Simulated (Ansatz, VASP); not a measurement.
AlRu: VASP beside Ansatz

Contents of INCAR:

```
SYSTEM = AlRu
PREC = Accurate ; ENCUT = 520
EDIFF = 1E-7 ; ISMEAR = -1
SIGMA = 0.05 ; LREAL = .FALSE.
LASPH = .TRUE. ; NELM = 80
ALGO = Normal ; ISIF = 2
LWAVE = .FALSE. ; LCHARG = .FALSE.
GGA = PS ; NBANDS = 16
```

KPOINTS

```
Automatic mesh
0
G
  9 9 9
  0 0 0
```

The input POSCAR:

```
AlRu
1.0
    2.9715215427      0.0000000000      0.0000000000
    0.0000000000      2.9715215427      0.0000000000
    0.0000000000      0.0000000000      2.9715215427
Ru Al
1 1
Direct
    0.5000000000      0.5000000000      0.5000000000
    0.0000000000      0.0000000000      0.0000000000
```

input.yaml

```yaml
crystal:
  lattice:
    - [2.9715215427, 0.0, 0.0]
    - [0.0, 2.9715215427, 0.0]
    - [0.0, 0.0, 2.9715215427]
  atoms:
    - { symbol: Ru, position: [0.5, 0.5, 0.5] }
    - { symbol: Al, position: [0.0, 0.0, 0.0] }
kpoints:
  mp_grid: { grid: [9, 9, 9] }
scf:
  occupations: { method: fermi_dirac, width: 0.05 }
hamiltonian:
  xc: pbesol
  pseudopotentials: { kind: all_electron, lapw: { basis_error: 0.0005 } }
output:
  forces: true
  stress: true
  eigenvalues: true
```

Change from the starting cell: volume scaled by 0.98.

Alike in both runs: task single point; functional PBEsol; k mesh 9 × 9 × 9; occupations fermi-dirac, width 0.05 eV; no spin polarisation.

|  | VASP | Ansatz |
| --- | --- | --- |
| version | VASP 6.6.1 | Ansatz 0.2.0 |
| potentials or method | VASP PAW PBE potentials, release 64 (Ru_pv, Al), cutoff 520 eV | all-electron LAPW, scalar-relativistic |

|  | VASP | Ansatz | Ansatz less VASP |
| --- | --- | --- | --- |
| gap on the k mesh at the Fermi level (eV) | none | none | - |
| pressure (GPa) | 1.1 | 0.9 | -0.13 |

VASP's potentials were made for PBE, not for PBEsol. A gap of «none» marks a metal or a gap that the smearing closes. Ansatz ran all-electron here, and VASP with PAW potentials.
